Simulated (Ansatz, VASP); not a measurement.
# Be2TeI in VASP and in Ansatz

```
CELL_PARAMETERS angstrom
3.85494 0.00000 0.00000
-1.92747 3.33848 0.00000
0.00000 0.00000 6.51308
ATOMIC_POSITIONS crystal
Be 0.66667 0.33333 0.21091
Be 0.66667 0.33333 0.78909
Te 0.00000 0.00000 0.00000
I 0.33333 0.66667 0.50000
```

Alike in both runs: task relaxation of cell and atoms; functional PBE; k mesh 12 × 12 × 8; occupations gaussian, width 0.1 eV; no spin polarisation.

```csv
,VASP,Ansatz
version,VASP 6.6.1,Ansatz 0.2.0
potentials or method,"VASP PAW PBE potentials, release 64 (Be, Te, I), cutoff 600 eV","scalar-relativistic, plane waves, PAW"
valence electrons in the cell,17,37
```

|  | VASP | Ansatz | Ansatz less VASP |
| --- | --- | --- | --- |
| gap on the k mesh at the Fermi level, each at its own relaxed structure (eV) | none | none | - |
| relaxed volume (Å³/atom) | 20.92 | 20.89 | -0.026 |
| relaxed length of the cell vector where the two differ most in proportion (Å) | 3.844 | 3.842 | -0.0019 |

A gap of «none» marks a metal or a gap that the smearing closes. VASP's potentials hold 17 valence electrons a cell and Ansatz's 37, so a difference there can come from the potentials and not from the codes.

Spin-orbit coupling is off throughout.
